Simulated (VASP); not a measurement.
# Os (P6_3/mmc) in VASP: a series of runs

The runs below take Os through single point, with revPBE+D3(BJ), PBEsol-based global hybrid, r2SCAN+rVV10.

Everything below comes from runs of VASP 6.6.1. Logs are shortened: lines on timing, memory, paths and dates and some standing lists are left out, and cuts for length are marked.

**1. The cell of the first run**

It takes space group P6_3/mmc (No. 194, hexagonal). The conventional cell has a = 2.770 Å, b = 2.770 Å, c = 4.377 Å, α = 90.00°, β = 90.00°, γ = 120.00°. Os (site symmetry -6m2) has 12 Os at 2.71 to 2.77 Å within 3.6 Å.

**2. Single point, revPBE+D3(BJ)**

Input file INCAR:

```
SYSTEM = Os
PREC = Accurate
ENCUT = 520
EDIFF = 1E-6
ISMEAR = -1
SIGMA = 0.05
LREAL = .False.
LASPH = .True.
NELM = 80
ALGO = Normal
ISIF = 2
LWAVE = .False.
LCHARG = .True.
GGA = RE
IVDW = 12
LELF = .True.
LVHAR = .True.
NBANDS = 15
```

Input file KPOINTS:

```
Automatic mesh
0
Gamma
  11 11 6
  0 0 0
```

Input file POSCAR:

```
Os
1.0
    2.7700791260      0.0000000000      0.0000000000
   -1.3850395630      2.3989588936      0.0000000000
    0.0000000000      0.0000000000      4.3765446767
Os
2
Direct
    0.6666666667      0.3333333333      0.7500000000
    0.3333333333      0.6666666667      0.2500000000
```

Potentials or basis: VASP PAW PBE potentials, release 64 (Os).

Started as:

```
cat potpaw_PBE.64/Os/POTCAR > POTCAR
mpirun -np 1 vasp_std > vasp.out
```

OUTCAR:

```text
SYSTEM = Os
   PREC = Accurate
   ENCUT = 520
   EDIFF = 1E-6
   ISMEAR = -1
   LREAL = .False.
   LASPH = .True.
   NELM = 80
   ISIF = 2
   GGA = RE
   IVDW = 12
 IVDW          = 12

 ion  position               nearest neighbor table
   1  0.667  0.333  0.750-   2 2.71   2 2.71   2 2.71   2 2.71   2 2.71   2 2.71
   2  0.333  0.667  0.250-   1 2.71   1 2.71   1 2.71   1 2.71   1 2.71   1 2.71

  LATTYP: Found a hexagonal cell.
 ALAT       =     2.7700791260
 C/A-ratio  =     1.5799348963

  Lattice vectors:

 A1 = (   2.7700791260,   0.0000000000,   0.0000000000)
 A2 = (  -1.3850395630,   2.3989588936,   0.0000000000)
 A3 = (   0.0000000000,   0.0000000000,   4.3765446767)

Analysis of symmetry for initial positions (statically):
=====================================================================
 Subroutine PRICEL returns:
 Original cell was already a primitive cell.

 Routine SETGRP: Setting up the symmetry group for a
 hexagonal supercell.

 Subroutine GETGRP returns: Found 24 space group operations
 (whereof 12 operations were pure point group operations)
 out of a pool of 24 trial point group operations.

The static configuration has the point symmetry D_3d.
 The point group associated with its full space group is D_6h.

Analysis of symmetry for dynamics (positions and initial velocities):
=====================================================================
 Subroutine PRICEL returns:
 Original cell was already a primitive cell.

 Routine SETGRP: Setting up the symmetry group for a
 hexagonal supercell.

 Subroutine GETGRP returns: Found 24 space group operations
 (whereof 12 operations were pure point group operations)
 out of a pool of 24 trial point group operations.

The dynamic configuration has the point symmetry D_3d.
 The point group associated with its full space group is D_6h.

 Subroutine INISYM returns: Found 24 space group operations
 (whereof 12 operations are pure point group operations),
 and found     1 'primitive' translations

----------------------------------------------------------------------------------------

                                     Primitive cell

  volume of cell :      29.0835

  direct lattice vectors                    reciprocal lattice vectors
     2.770079126  0.000000000  0.000000000     0.361000518  0.208423746  0.000000000
    -1.385039563  2.398958894  0.000000000     0.000000000  0.416847493  0.000000000
     0.000000000  0.000000000  4.376544677     0.000000000  0.000000000  0.228490756

  length of vectors
[... 94 lines left out ...]
   NUPDOWN=      -1.0000    fix difference up-down
   EMIN   =  10.00;   EMAX   =-10.00  energy-range for DOS
   EFERMI =   0.00;   METHOD = LEGACY
   ISMEAR =    -1;   SIGMA  =   0.05  broadening in eV -4-tet -1-fermi 0-gaus
   EFERMI_NEDOS =   21; number of points for ismear=-14 and -15
   IALGO  =     38    algorithm
   IMIX   =      4    mixing-type and parameters
     AMIX     =   0.40;   BMIX     =  1.00
     AMIX_MAG =   1.60;   BMIX_MAG =  1.00
  volume/ion in A,a.u.               =      14.54        98.13
  Fermi-wavevector in a.u.,A,eV,Ry     =   1.341424  2.534924 24.482570  1.799418
  Thomas-Fermi vector in A             =   2.469659
   LORBIT       =      0    0 simple, 1 ext, 2 COOP (PROOUT), +10 PAW based schemes
   GGA     = RE    functional components
   LHFCALC =     F    Hartree Fock is set to
   AEXX    =    0.0000 exact exchange contribution
   IVDW    =    12    specifies the selected vdW correction
   LEPSILON=     F    determine dielectric tensor
   LRPA    =     F    only Hartree local field effects (RPA)
 non-spin polarized calculation
  energy-cutoff  :      520.00
  volume of cell :       29.08
 maximum number of plane-waves:       797
 NGX is ok and might be reduce to    24
   NGX = 11   NGY = 11   NGZ = 17

 number of electron      15.9999999 magnetization

 Free energy of the ion-electron system (eV)
  ---------------------------------------------------
  ext. energy  EPLUGINS =         0.00000000
  ---------------------------------------------------
  free energy    TOTEN  =       -21.44994820 eV

  energy without entropy =      -21.43585149  energy(sigma->0) =      -21.44289984

 E-fermi :   8.8954     XC(G=0): -13.8125

 val. band max:        8.8720626592   @ k =   0.3636   0.0000   0.3333
 cond. band min:       8.9532163289   @ k =   0.3636   0.0909   0.3333
 fundamental gap:      0.0811536697
 Fermi energy:         8.8954327093

 k-point     1 :       0.0000    0.0000    0.0000
  band No.  band energies     occupation
      1      -1.6416      2.00000
      2       1.5199      2.00000
      3       6.0650      2.00000
      4       6.0650      2.00000
      5       6.2971      2.00000
      6       6.8531      2.00000
      7       6.8531      2.00000
      8       7.4611      2.00000
      9       7.4611      2.00000
     10       8.9633      0.40904
     11      10.5268      0.00000
     12      10.5268      0.00000
     13      17.5686      0.00000
     14      22.9635      0.00000
[... 401 lines left out ...]
      2       3.0590      2.00000
      3       4.4098      2.00000
      4       4.6333      2.00000
      5       5.8278      2.00000
      6       6.4072      2.00000
      7       6.9402      2.00000
      8       7.8519      2.00000
      9       8.4269      1.99983
     10       8.7790      1.82259
     11      10.9253      0.00000
     12      14.1888      0.00000
     13      19.0815      0.00000
     14      23.5756      0.00000
     15      24.7226      0.00000

 [... further k-points ...]

------------------------ aborting loop because EDIFF is reached ----------------------------------------

 Edisp (eV)   -2.31032

 E8    (eV) :    -1.7017

  FORCE on cell =-STRESS in cart. coord.  units (eV):
  Direction    XX          YY          ZZ          XY          YZ          ZX
  --------------------------------------------------------------------------------------
  -------------------------------------------------------------------------------------
  Total      -3.16496    -3.16496    -3.29439     0.00000    -0.00000     0.00000
  in kB    -174.35413  -174.35413  -181.48434     0.00000    -0.00000     0.00000
  external pressure =     -176.73 kB  Pullay stress =        0.00 kB

 VOLUME and BASIS-vectors are now :
 -----------------------------------------------------------------------------
  energy-cutoff  :      520.00
  volume of cell :       29.08
      direct lattice vectors                 reciprocal lattice vectors
     2.770079126  0.000000000  0.000000000     0.361000518  0.208423746  0.000000000
    -1.385039563  2.398958894  0.000000000     0.000000000  0.416847493  0.000000000
     0.000000000  0.000000000  4.376544677     0.000000000  0.000000000  0.228490756

 POSITION                                       TOTAL-FORCE (eV/Angst)
 -----------------------------------------------------------------------------------
      1.38504      0.79965      3.28241         0.000000      0.000000      0.000000
     -0.00000      1.59931      1.09414        -0.000000     -0.000000      0.000000
 -----------------------------------------------------------------------------------
    total drift:                                0.000000     -0.000000     -0.000000

  FREE ENERGIE OF THE ION-ELECTRON SYSTEM (eV)
  ---------------------------------------------------
  free  energy   TOTEN  =       -23.7602641648 eV

  energy  without entropy=      -23.7461674518  energy(sigma->0) =      -23.75321581
```

OSZICAR:

```text
N       E                     dE             d eps       ncg     rms          rms(c)
DAV:   1     0.101333339646E+03    0.10133E+03   -0.73629E+03  1920   0.102E+03
DAV:   2    -0.180339853450E+02   -0.11937E+03   -0.10503E+03  1962   0.324E+02
DAV:   3    -0.228075765160E+02   -0.47736E+01   -0.45989E+01  2578   0.563E+01
DAV:   4    -0.228465771920E+02   -0.39001E-01   -0.38885E-01  2109   0.522E+00
DAV:   5    -0.228468168506E+02   -0.23966E-03   -0.23965E-03  2599   0.370E-01    0.207E+01
DAV:   6    -0.217611708533E+02    0.10856E+01   -0.95035E-01  2403   0.820E+00    0.923E+00
DAV:   7    -0.214573807542E+02    0.30379E+00   -0.64535E-01  2466   0.659E+00    0.454E-01
DAV:   8    -0.214525644835E+02    0.48163E-02   -0.60181E-03  1962   0.579E-01    0.320E-01
DAV:   9    -0.214499481007E+02    0.26164E-02   -0.15933E-03  2298   0.399E-01    0.439E-02
DAV:  10    -0.214499733888E+02   -0.25288E-04   -0.74631E-05  2515   0.761E-02    0.950E-03
DAV:  11    -0.214499494936E+02    0.23895E-04   -0.43932E-06  2116   0.219E-02    0.157E-03
DAV:  12    -0.214499484835E+02    0.10100E-05   -0.98866E-08  1310   0.335E-03    0.115E-03
DAV:  13    -0.214499481997E+02    0.28384E-06   -0.10699E-08  1121   0.950E-04
   1 F= -.23760264E+02 E0= -.23753216E+02  d E =-.140967E-01
```

Run time: 11 s. Hardware: 1 thread of Intel Xeon 6975P-C (Granite Rapids), shared host; peak memory 0.17 GiB.

What came out:

- Free energy: -23.7603 eV
- Pressure: -17.7 GPa
- Band gap on the k mesh: zero (band 8 reaches 10.89 eV, above the bottom of band 9 at 7.25 eV)
- Dispersion energy per atom: -1.155 eV

Caveat: the PAW data sets were made with another functional, which shifts forces and pressure a little; spin-orbit coupling is left out, which moves the levels of the heavy elements; pairwise dispersion overbinds metals, which lowers pressure and volume.

**3. Single point, PBEsol-based global hybrid**

This run uses another cell than the first one, of 13.60 Å³/atom, 0.935 times its volume.

Input file POSCAR:

```
Os
1.0
    2.7165266989      0.0000000000      0.0000000000
   -1.3582633495      2.3525811313      0.0000000000
    0.0000000000      0.0000000000      4.2551982664
Os
2
Direct
    0.6666666667      0.3333333333      0.7500000000
    0.3333333333      0.6666666667      0.2500000000
```

Input file INCAR.step1:

```
ALGO = Normal ; EDIFF = 1E-5
ENCUT = 520 ; GGA = PE
ISIF = 2 ; ISMEAR = -1
LASPH = T ; LCHARG = F
LREAL = F ; LWAVE = T
NBANDS = 15 ; NELM = 100
PREC = Accurate ; SIGMA = 0.05
```

Input file INCAR.step2:

```
AEXX = 0.25 ; ALGO = Normal
EDIFF = 1E-7 ; ENCUT = 520
GGA = PS ; ISIF = 2
ISMEAR = -1 ; ISTART = 1
LASPH = T ; LCHARG = F
LHFCALC = T ; LREAL = F
LWAVE = F ; NBANDS = 15
NELM = 100 ; PREC = Accurate
PRECFOCK = Normal ; SIGMA = 0.05
```

Input file KPOINTS:

```
k-points
0
Gamma
  6 6 3
```

Potentials or basis: VASP PAW PBE potentials, release 64 (Os).

Started as:

```
cat potpaw_PBE.64/Os/POTCAR > POTCAR
cp INCAR.step1 INCAR
mpirun -np 1 vasp_std > vasp.out
cp INCAR.step2 INCAR
mpirun -np 1 vasp_std > vasp.out
```

It took 22 min on 1 thread of Intel Xeon Platinum 8259CL at 2.50GHz (Skylake/Cascade Lake), shared host; peak memory 0.16 GiB.

It converged, with:

```yaml
Free_energy: -29.2851 eV
Pressure: 1.8 GPa
Band_gap_on_the_k_mesh: zero (band 8 reaches 12.38 eV, above the bottom of band 9 at 6.98 eV)
```

Stress tensor (GPa, compression positive):
```
2.59 0.00 0.00
0.00 2.59 0.00
0.00 0.00 0.27
```

Levels at points of the mesh, in eV from the Fermi level:
```
           k point  band 5  band 6  band 7  band 8  band 9  band 10  band 11  band 12
(0.00, 0.00, 0.00)   -3.62   -3.15   -3.15   -2.52   -2.52     0.24     2.45     2.45
(0.50, 0.00, 0.00)   -3.82   -3.47   -2.57    2.88    3.55     3.69     5.66     7.06
```

Caveat: the k points lie up to 0.49 Å⁻¹ apart; the PAW data sets were made with another functional, which shifts forces and pressure a little; spin-orbit coupling is left out, which moves the levels of the heavy elements.

**4. Single point, r2SCAN+rVV10**

This run uses another cell than the first one, of 13.70 Å³/atom, 0.942 times its volume.

Input file POSCAR:

```
Os
1.0
    2.7157497827      0.0000000000      0.0000000000
   -1.3578748913      2.3519083021      0.0000000000
    0.0000000000      0.0000000000      4.2907078513
Os
2
Direct
    0.6666666667      0.3333333333      0.7500000000
    0.3333333333      0.6666666667      0.2500000000
```

Input file INCAR.step1:

```
SYSTEM = Os
PREC = Accurate ; ENCUT = 520
ISMEAR = -1 ; SIGMA = 0.05
LREAL = .FALSE. ; LASPH = .TRUE.
NELM = 60 ; NBANDS = 15
GGA = PE ; ALGO = Normal
EDIFF = 1E-4 ; LWAVE = .TRUE.
LCHARG = .FALSE.
```

Input file INCAR.step2:

```
SYSTEM = Os
PREC = Accurate ; ENCUT = 520
EDIFF = 1E-6 ; ISMEAR = -1
SIGMA = 0.05 ; LREAL = .FALSE.
LASPH = .TRUE. ; NELM = 60
ALGO = Normal ; ISIF = 2
LWAVE = .FALSE. ; LCHARG = .FALSE.
METAGGA = R2SCAN ; LMIXTAU = .TRUE.
LUSE_VDW = .TRUE. ; IVDW_NL = 2
BPARAM = 11.95 ; CPARAM = 0.0093
NBANDS = 15 ; ISTART = 1
```

Input file KPOINTS:

```
Automatic mesh
0
G
  11 11 6
  0 0 0
```

Started as:

```
cat potpaw_PBE.64/Os/POTCAR > POTCAR
cp INCAR.step1 INCAR
mpirun -np 1 vasp_std > vasp.out
cp INCAR.step2 INCAR
mpirun -np 1 vasp_std > vasp.out
```

Wall time 2 min (1 thread of AMD EPYC 7R13, shared host); peak memory 0.19 GiB.

The run converged. Its results:

- Free energy: -105.7639 eV
- Pressure: 10.0 GPa
- Band gap on the k mesh: zero (band 8 reaches 11.84 eV, above the bottom of band 9 at 7.65 eV)

Stress tensor (GPa, compression positive):
```
 9.91  0.00  0.00
 0.00  9.91  0.00
 0.00  0.00 10.05
```

Levels at points of the mesh, in eV from the Fermi level:
```csv
k point,band 6,band 7,band 8,band 9,band 10,band 11
"(0.00, 0.00, 0.00)",-2.32,-2.32,-1.64,-1.64,0.04,1.86
"(0.00, 0.00, 0.50)",-3.44,-3.44,-3.44,1.01,1.01,1.01
```

Caveat: the PAW data sets were made with another functional, which shifts forces and pressure a little; spin-orbit coupling is left out, which moves the levels of the heavy elements.

**5. Overview**

```tsv
level	cell	k mesh	grid for exact exchange (PRECFOCK)	share of exact exchange	gap on the mesh (eV)	pressure (GPa)
revPBE+D3(BJ)	a = 2.770, b = 2.770, c = 4.377 Å, angles 90.0, 90.0, 120.0°, 2 atoms	11 × 11 × 6	-	-	none	-17.7
PBEsol-based global hybrid	a = 2.717, b = 2.717, c = 4.255 Å, angles 90.0, 90.0, 120.0°, 2 atoms	6 × 6 × 3	Normal	0.25	none	1.8
r2SCAN+rVV10	a = 2.716, b = 2.716, c = 4.291 Å, angles 90.0, 90.0, 120.0°, 2 atoms	11 × 11 × 6	-	-	none	10.0
```

Alike in all rows: task single point; potentials or basis VASP PAW PBE potentials, release 64 (Os); no spin polarisation; cutoff (eV) 520; smearing fermi-dirac 0.05 eV.

Caveats: some runs use coarse meshes; the PAW data sets were made with another functional, which shifts forces and pressure a little; spin-orbit coupling is left out, which moves the levels of the heavy elements; pairwise dispersion overbinds metals, which lowers pressure and volume (some runs).

Absolute energies hang on the potentials; compare differences alone.
